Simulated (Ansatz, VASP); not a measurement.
# One calculation of ZnCu, two programs

The input INCAR:

```
PREC = Accurate
ENCUT = 520
EDIFF = 1E-7
ISMEAR = -1
SIGMA = 0.1
LREAL = F
LASPH = T
NELM = 100
ALGO = Normal
ISIF = 2
LWAVE = F
LCHARG = F
GGA = PS
NBANDS = 18
```

The input KPOINTS:

```
Automatic mesh
0
Gamma
  14 14 14
```

Contents of POSCAR:

```
ZnCu
1.0
    2.9081703292      0.0000000000      0.0000000000
    0.0000000000      2.9081703292      0.0000000000
    0.0000000000      0.0000000000      2.9081703292
Zn Cu
1 1
Direct
    0.5000000000      0.5000000000      0.5000000000
    0.0000000000      0.0000000000      0.0000000000
```

Input for Ansatz:

```yaml
crystal:
  lattice:
    - [2.90817032922, 0.0, 0.0]
    - [0.0, 2.90817032922, 0.0]
    - [0.0, 0.0, 2.90817032922]
  atoms:
    - { symbol: Zn, position: [0.5, 0.5, 0.5] }
    - { symbol: Cu, position: [0.0, 0.0, 0.0] }
kpoints:
  mp_grid: { grid: [14, 14, 14] }
scf:
  occupations: { method: fermi_dirac, width: 0.1 }
hamiltonian:
  xc: pbesol
  pseudopotentials: { kind: paw }
output:
  forces: true
  stress: true
  eigenvalues: true
  eigenstates:
    nscf_kmesh: { grid: [20, 20, 20] }
    de_dk: true
    e_range: [-14, 14]
  optics:
    e_range: [0, 30]
    de: 0.2
    sigma: 0.25
    bands: { spectra_wanted_up_to: 30 }
    nscf_kmesh: { grid: [20, 20, 20] }
    drude_damping: 0.2
checkpoint:
  write: ck
  write_wavefunctions: false
```

Alike in both runs: task single point; functional PBEsol; k mesh 14 × 14 × 14; occupations fermi-dirac, width 0.1 eV; no spin polarisation.

|  | VASP | Ansatz |
| --- | --- | --- |
| version | VASP 6.6.1 | Ansatz 0.2.0 |
| potentials or method | VASP PAW PBE potentials, release 64 (Zn, Cu) | PAW with Ansatz's default frozen-core files, scalar-relativistic |
| plane-wave cutoff (eV) | 520 | 420 |
| valence electrons in the cell | 23 | 31 |

Ansatz gave:

* pressure (GPa): 0.0

Task: Estimate VASP's values.

Result: Pressure (GPa): 0.7.

VASP's potentials were made for PBE, not for PBEsol. The functional is the same, so the differences come from potentials, cutoffs and numerics. VASP's potentials hold 23 valence electrons a cell and Ansatz's 31, so a difference there can come from the potentials and not from the codes. Ansatz's warnings: optics on partly filled bands.
